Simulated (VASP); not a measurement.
# WC: single point with PBEsol

The system is WC.

```
CELL_PARAMETERS angstrom
0.00000 2.19268 2.19268
2.19268 0.00000 2.19268
2.19268 2.19268 0.00000
ATOMIC_POSITIONS crystal
W 0.00000 0.00000 0.00000
C 0.50000 0.50000 0.50000
```

| Quantity | Value |
| --- | --- |
| Program | VASP 6.6.1 |
| Task | single point |
| Functional | PBEsol |
| Potentials or basis | VASP PAW PBE potentials, release 64 (W_sv, C) |
| Cutoff | 520 eV |
| k mesh | 12 × 12 × 12 |
| Occupations | gaussian, width 0.1 eV |
| Spin | no spin polarisation |
| Dipole correction | no |
| Further INCAR settings | ALGO = Normal; EDIFF = 1e-07; NBANDS = 16 |

```json
{
  "Pressure": "-9.3 GPa",
  "Band gap on the k mesh": "zero (band 9 reaches 13.29 eV, above the bottom of band 10 at 10.13 eV)"
}
```

Levels at points of the mesh, in eV from the Fermi level:
```tsv
k point	band 6	band 7	band 8	band 9	band 10	band 11	band 12	band 13
(0.00, 0.00, 0.00)	-2.73	-2.73	-2.73	-1.00	-1.00	-1.00	-0.95	-0.95
(0.50, 0.00, 0.00)	-9.78	-6.54	-6.54	1.08	1.08	2.36	4.94	8.85
(0.50, 0.50, 0.00)	-5.76	-5.55	-2.44	-2.44	0.87	2.30	2.30	5.44
```

It took 14 s on 1 thread of AMD EPYC 9R45 96-Core Processor (Zen 5), with other jobs on the host, peak memory 0.12 GiB.

Caveat: the PAW data sets were made with another functional, which shifts forces and pressure a little; spin-orbit coupling is left out, which moves the levels of the heavy elements.
